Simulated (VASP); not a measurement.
Input of a VASP 6.6.1 run:

INCAR

```
SYSTEM = Zn
PREC     = Accurate       ! precision mode
ENCUT    = 520            ! plane-wave cutoff, eV
EDIFF    = 1E-6           ! SCF threshold, eV
ISMEAR   = -1             ! smearing method
SIGMA    = 0.1            ! smearing width, eV
LREAL    = .False.        ! projectors in reciprocal space
LASPH    = .True.         ! aspherical terms in the spheres
NELM     = 100            ! most SCF steps
ALGO     = Normal         ! electronic algorithm
ISIF     = 2              ! what is computed and relaxed
LWAVE    = .False.        ! write WAVECAR
LCHARG   = .False.        ! write CHGCAR
GGA      = RE             ! functional
NBANDS   = 19             ! bands
```

Contents of KPOINTS:

```
regular mesh
0
Gamma
  22 22 10
  0 0 0
```

The input POSCAR:

```
Zn
1.0
    2.7846478817      0.0000000000      0.0000000000
   -1.3923239409      2.4115758062      0.0000000000
    0.0000000000      0.0000000000      5.2245714705
Zn
2
Direct
    0.3333333333      0.6666666667      0.2500000000
    0.6666666667      0.3333333333      0.7500000000
```

Potentials or basis: VASP PAW PBE potentials, release 64 (Zn).

Launch:

```sh
$ cat potpaw_PBE.64/Zn/POTCAR > POTCAR
$ mpirun -np 1 vasp_std > vasp.out
```

(1) What does it give for the pressure?

(2) Estimate the band gap on the k mesh.

Answers

(1) -5.2 GPa.

(2) zero (bands 12 and 13 overlap by 4.68 eV).

Caveat: the cell stands under tension; the PAW data sets were made with another functional, which shifts forces and pressure a little.
